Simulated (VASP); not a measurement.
**GaN: single point with PBE-based screened hybrid**

Crystal: GaN.

```xyz
2
Lattice="0.0000 2.2535 2.2535 2.2535 0.0000 2.2535 2.2535 2.2535 0.0000" Properties=species:S:1:pos:R:3 pbc="T T T"
Ga    0.0000    0.0000    0.0000
N     1.1268    1.1268    1.1268
```

```json
{
  "Program": "VASP 6.6.1",
  "Task": "single point",
  "Functional": "PBE-based screened hybrid",
  "Potentials or basis": "VASP PAW PBE potentials, release 64 (Ga_d, N)",
  "Cutoff": "520 eV",
  "k mesh": "5 × 5 × 5",
  "Occupations": "fermi-dirac, width 0.05 eV",
  "Spin": "no spin polarisation"
}
```

The pressure is -1.6 GPa and the band gap on the k mesh is 3.15 eV, direct.

Levels at points of the mesh, in eV from the valence-band top:
| k point | band 7 | band 8 | band 9 | band 10 | band 11 | band 12 |
| --- | --- | --- | --- | --- | --- | --- |
| (0.00, 0.00, 0.00) | 0.00 | 0.00 | 0.00 | 3.15 | 12.10 | 12.10 |

Run time: 12 min on 1 thread of Intel(R) Xeon(R) Platinum 8175M CPU @ 2.50GHz (Skylake/Cascade Lake) (shared host), peak memory 0.25 GiB.

Caveat: the k points lie up to 0.48 Å⁻¹ apart; the PAW data sets were made with another functional, which shifts forces and pressure a little.
